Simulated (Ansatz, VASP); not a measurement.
# P: VASP beside Ansatz

```
CELL_PARAMETERS angstrom
-1.67543 1.67543 1.67543
1.67543 -1.67543 1.67543
1.67543 1.67543 -1.67543
ATOMIC_POSITIONS crystal
P 0.00000 0.00000 0.00000
```

Alike in both runs: task single point; functional PBE; k mesh 8 × 8 × 8; occupations gaussian, width 0.1 eV; no spin polarisation.

|  | VASP | Ansatz |
| --- | --- | --- |
| version | VASP 6.6.1 | Ansatz 0.2.0 |
| potentials or method | VASP PAW PBE potentials, release 64 (P), cutoff 500 eV | scalar-relativistic, plane waves, PAW |
| valence electrons in the cell | 5 | 5 |

Ansatz gave:

```
gap on the k mesh at the Fermi level (eV) : none
pressure (GPa)                            : -16.0
```

Problem. What did VASP give for the same quantities?

Solution. gap on the k mesh at the Fermi level (eV): none; pressure (GPa): -16.1.

A gap of «none» marks a metal or a gap that the smearing closes. With one functional, cell and mesh, what is left measures potentials, basis and numerics.
